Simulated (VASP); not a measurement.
Write the native input for VASP 6.6.1 that does the following.

| Quantity | Value |
| --- | --- |
| Task | single point |
| Functional | LDA |
| Potentials or basis | VASP PAW LDA potentials, release 64 (B, As_d) |
| Cutoff | 600 eV |
| k mesh | 10 × 10 × 10 |
| Occupations | gaussian, width 0.05 eV |
| Spin | no spin polarisation |
| Dipole correction | no |
| Second run | valence_matched |
| Further INCAR settings | ALGO = Normal; EDIFF = 1e-06; NBANDS = 16 |

The structure of BAs lies in POSCAR:

```
BAs
1.0
    0.0000000000      2.2929600000      2.4840400000
    2.2929600000      0.0000000000      2.4840400000
    2.2929600000      2.2929600000      0.0000000000
B As
1 1
Direct
    0.0000000000      0.0000000000      0.0000000000
    0.7500000000      0.7500000000      0.7500000000
```

This cell differs from its parent crystal: strain -0.040 along x and y, +0.040 along z.

These files were run (other wordings do the same):

INCAR

```
PREC     = Accurate       # precision mode
ENCUT    = 600            # plane-wave cutoff, eV
EDIFF    = 1E-6           # SCF threshold, eV
ISMEAR   = 0              # smearing method
SIGMA    = 0.05           # smearing width, eV
LREAL    = F              # projectors in reciprocal space
LASPH    = T              # aspherical terms in the spheres
NELM     = 120            # most SCF steps
ALGO     = Normal         # electronic algorithm
ISIF     = 2              # what is computed and relaxed
LWAVE    = F              # write WAVECAR
LCHARG   = F              # write CHGCAR
GGA      = CA             # functional
NBANDS   = 16             # bands
GGA_COMPAT= F
```

KPOINTS

```
regular mesh
0
Gamma
  10 10 10
```

Potentials or basis: VASP PAW LDA potentials, release 64 (B, As_d).

Launch:

```bash
$ cat potpaw_LDA.64/B/POTCAR potpaw_LDA.64/As_d/POTCAR > POTCAR
$ mpirun -np 1 vasp_std > vasp.out
```

Results of the run:

```yaml
Pressure: 3.1 GPa
Band_gap_on_the_k_mesh: 0.47 eV, indirect (least direct gap 2.89 eV)
```

Caveat: the cell differs from its parent crystal (strain -0.040 along x and y, +0.040 along z).

Run time: 69 s on 1 thread of AMD EPYC 7R13 Processor (Zen 3), with other jobs on the host, peak memory 0.15 GiB.
